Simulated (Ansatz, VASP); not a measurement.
## Two plane-wave programs on Sc

Contents of POSCAR:

```
Sc
1.0
    3.2871875403      0.0000000000      0.0000000000
   -1.6435937701      2.8467879169      0.0000000000
    0.0000000000      0.0000000000      5.3338296247
Sc
2
Direct
    0.3333333333      0.6666666667      0.2500000000
    0.6666666667      0.3333333333      0.7500000000
```

The input INCAR.step1:

```
SYSTEM = Sc
ALGO = Normal
EDIFF = 1E-4
ENCUT = 520
GGA = PE
ISMEAR = -1
ISPIN = 2
LASPH = .True.
LCHARG = .False.
LMAXMIX = 4
LREAL = .False.
LWAVE = .True.
MAGMOM = 0.449 0.449
NBANDS = 22
NELM = 150
PREC = Accurate
SIGMA = 0.1
```

The input INCAR.step2:

```
SYSTEM = Sc
ALGO = Normal
EDIFF = 1E-6
ENCUT = 520
ISIF = 2
ISMEAR = -1
ISPIN = 2
ISTART = 1
LASPH = .True.
LCHARG = .False.
LMAXMIX = 4
LMIXTAU = .True.
LORBIT = 11
LREAL = .False.
LWAVE = .False.
MAGMOM = 0.449 0.449
METAGGA = R2SCAN
NBANDS = 22
NELM = 150
PREC = Accurate
SIGMA = 0.1
```

KPOINTS

```
k-points
0
Gamma
  6 6 3
  0 0 0
```

Input for Ansatz:

```yaml
crystal:
  lattice:
    - [3.2871875403, 0.0, 0.0]
    - [-1.6435937701, 2.8467879169, 0.0]
    - [0.0, 0.0, 5.3338296247]
  atoms:
    - { symbol: Sc, position: [0.3333333333, 0.6666666667, 0.25], spin: 0.449 }
    - { symbol: Sc, position: [0.6666666667, 0.3333333333, 0.75], spin: 0.449 }
hamiltonian:
  xc: r2scan
  pseudopotentials:
    kind: paw
    azcp:
      Sc: "pseudopotentials/Sc.paw.azcp"
basis:
  ecutwfc: 500
  fft_grid_basis: typed
kpoints:
  mp_grid: { grid: [6, 6, 3], shift: [0, 0, 0] }
magnetization:
  spin_polarized: true
scf:
  occupations: { method: fermi_dirac, width: 0.1 }
```

Alike in both runs: task single point; functional r2SCAN; k mesh 6 × 6 × 3; occupations fermi-dirac, width 0.1 eV; collinear spin.

```csv
,VASP,Ansatz
version,VASP 6.6.1,Ansatz 0.2.0
potentials or method,"VASP PAW PBE potentials, release 64 (Sc_sv), cutoff 520 eV","plane waves (500 eV) with PAW, scalar-relativistic"
valence electrons in the cell,22,22
```

Ansatz gave:

| Item | Value |
| --- | --- |
| net moment per atom (μB) | 0.69 |
| size of the moment on the site where the two differ most (μB) | 0.46 |

Which values does VASP return?

net moment per atom (μB): 0.69; size of the moment on the site where the two differ most (μB): 0.39.

VASP's potentials were made for PBE, not for r2SCAN. Site moments also hang on the region over which each program counts them. Ansatz's warnings: stability check not made.

The k mesh is coarse, so the values compare programs but aren't converged.
